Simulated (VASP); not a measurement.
A run of VASP 6.6.1 is set up as follows.

INCAR

```
SYSTEM = InBSe2
PREC = Accurate
ENCUT = 520
EDIFF = 1E-7
ISMEAR = 0
SIGMA = 0.1
LREAL = .False.
LASPH = .True.
NELM = 100
ALGO = Normal
ISIF = 2
LWAVE = .False.
LCHARG = .False.
GGA = PE
NBANDS = 22
```

Contents of KPOINTS:

```
regular mesh
0
Gamma
  12 12 8
  0 0 0
```

Contents of POSCAR:

```
InBSe2
1.0
    3.9066944085      0.0000000000      0.0000000000
    0.0000000000      3.9066944085      0.0000000000
    0.0000000000      0.0000000000      5.3680847739
In B Se
1 1 2
Direct
    0.0000000000      0.0000000000      0.0000000000
    0.5000000000      0.5000000000      0.5000000000
    0.0000000000      0.0000000000      0.5000000000
    0.5000000000      0.5000000000      0.0000000000
```

Potentials or basis: VASP PAW PBE potentials, release 64 (In_d, B, Se).

Run with:

```bash
$ cat potpaw_PBE.64/In_d/POTCAR potpaw_PBE.64/B/POTCAR potpaw_PBE.64/Se/POTCAR > POTCAR
$ mpirun -np 1 vasp_std > vasp.out
```

(1) Predict the pressure.

(2) What does it give for the band gap on the k mesh?

Results:

(1) 0.1 GPa.

(2) zero (bands 14 and 15 overlap by 4.10 eV).

Caveat: spin-orbit coupling is left out, which moves the levels of the heavy elements.
